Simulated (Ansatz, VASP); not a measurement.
CaO: VASP beside Ansatz

```
Ca O
1.0
     0.00000    2.43944    2.43944
     2.43944    0.00000    2.43944
     2.43944    2.43944    0.00000
Ca O
1 1
Direct
  0.00000 0.00000 0.00000
  0.50000 0.50000 0.50000
```

Alike in both runs: task single point; functional PBE; k mesh 8 × 8 × 8; occupations gaussian, width 0.02 eV; no spin polarisation.

|  | VASP | Ansatz |
| --- | --- | --- |
| version | VASP 6.6.1 | Ansatz 0.2.0 |
| potentials or method | VASP PAW PBE potentials, release 64 (Ca_sv, O), cutoff 520 eV | scalar-relativistic, plane waves, PAW |
| valence electrons in the cell | 16 | 16 |

```tsv
	VASP	Ansatz	Ansatz less VASP
gap on the k mesh at the Fermi level (eV)	3.64	3.66	+0.017
least direct gap on the mesh (eV)	4.02	4.04	+0.017
pressure (GPa)	-2.5	-2.9	-0.46
```
